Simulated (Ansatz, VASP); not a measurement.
# One calculation of CuO, two programs

```xyz
2
Lattice="0.0000 2.1166 2.1166 2.1166 0.0000 2.1166 2.1166 2.1166 0.0000" Properties=species:S:1:pos:R:3 pbc="T T T"
Cu    1.9814    1.9843    0.1219
O     2.2518    2.2488    1.9946
```

Alike in both runs: task relaxation of cell and atoms; functional PBEsol; k mesh 11 × 11 × 11; occupations fermi-dirac, width 0.05 eV; no spin polarisation; Hubbard terms Cu d U = 5.3 eV.

|  | VASP | Ansatz |
| --- | --- | --- |
| version | VASP 6.6.1 | Ansatz 0.2.0 |
| potentials or method | VASP PAW PBE potentials, release 64 (Cu, O) | Ansatz PAW |
| plane-wave cutoff (eV) | 600 | 420 |
| valence electrons in the cell | 17 | 25 |

Ansatz gave:

```
gap on the k mesh at the Fermi level, each at its own relaxed structure (eV) : none
relaxed volume (Å³/atom)                                                     : 9.23
relaxed cell length with the largest relative difference (Å)                 : 2.966
```

**Question.** Estimate VASP's values.

**Answer.** gap on the k mesh at the Fermi level, each at its own relaxed structure (eV): none; relaxed volume (Å³/atom): 9.47; relaxed cell length with the largest relative difference (Å): 2.749.

VASP's potentials were made for PBE, not for PBEsol. The programs project onto different local orbitals, so the same U acts differently, and such runs can settle in different states. A gap of «none» marks a metal or a gap that the smearing closes. VASP's potentials hold 17 valence electrons a cell and Ansatz's 25, so a difference there can come from the potentials and not from the codes.

Noted on Ansatz's run: the plane-wave basis is chosen anew once the cell has moved, so the energies of steps on either side of that aren't comparable.
